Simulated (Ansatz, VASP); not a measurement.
One calculation of Sn, two programs

Contents of POSCAR:

```
Sn
1.0
   -2.9393142600      2.9393142600      1.6035139400
    2.9393142600     -2.9393142600      1.6035139400
    2.9393142600      2.9393142600     -1.6035139400
Sn
2
Direct
    0.0000000000      0.0000000000      0.0000000000
    0.7500000000      0.2500000000      0.5000000000
```

File INCAR.step1:

```
  ALGO = Normal
  EDIFF = 1E-4
  ENCUT = 600
  GGA = PE
  ISMEAR = -1
  LASPH = True
  LCHARG = False
  LREAL = False
  LWAVE = True
  NELM = 60
  PREC = Accurate
  SIGMA = 0.134
```

INCAR.step2

```
  ALGO = Normal
  EDIFF = 1E-6
  EDIFFG = -0.01
  ENCUT = 600
  IBRION = 2
  ISIF = 3
  ISMEAR = -1
  ISTART = 1
  LASPH = True
  LCHARG = False
  LMIXTAU = True
  LREAL = False
  LWAVE = False
  METAGGA = R2SCAN
  NELM = 60
  NSW = 60
  PREC = Accurate
  SIGMA = 0.134
```

Contents of KPOINTS:

```
k-points
0
Gamma
  6 6 6
```

Input for Ansatz:

```yaml
crystal:
  lattice:
    - [-2.93931426, 2.93931426, 1.60351394]
    - [2.93931426, -2.93931426, 1.60351394]
    - [2.93931426, 2.93931426, -1.60351394]
  atoms:
    - { symbol: Sn, position: [0.0, 0.0, 0.0] }
    - { symbol: Sn, position: [0.75, 0.25, 0.5] }
  symmetry: { tolerance: 0.0003 }
kpoints:
  mp_grid: { grid: [6, 6, 6], shift: [0, 0, 0] }
magnetization:
  spin_polarized: false
scf:
  occupations: { method: fermi_dirac, width: 0.134 }
  n_extra_bands: 16
hamiltonian:
  pseudopotentials: { kind: paw }
  xc: r2scan
basis:
  ecutwfc: 500
output:
  forces: true
  stress: true
  eigenvalues: true
  write_density: true
  write_potential: true
  elf: true
  volumetric_format: npy
relax:
  max_steps: 40
  cell: {}
```

Alike in both runs: task relaxation of cell and atoms; functional r2SCAN; k mesh 6 × 6 × 6; occupations fermi-dirac, width 0.134 eV; no spin polarisation.

```csv
,VASP,Ansatz
version,VASP 6.6.1,Ansatz 0.2.0
potentials or method,"VASP PAW PBE potentials, release 64 (Sn_d), cutoff 600 eV",PAW plane waves
valence electrons in the cell,28,28
```

|  | VASP | Ansatz | Ansatz less VASP |
| --- | --- | --- | --- |
| gap on the k mesh at the Fermi level, each at its own relaxed structure (eV) | none | none | - |
| relaxed volume (Å³/atom) | 27.60 | 27.59 | -0.010 |
| relaxed length of the cell vector where the two differ most in proportion (Å) | 4.466 | 4.465 | -0.0004 |

VASP's potentials were made for PBE, not for r2SCAN. A gap of «none» marks a metal or a gap that the smearing closes.

The k mesh is coarse, so the values compare programs but aren't converged.
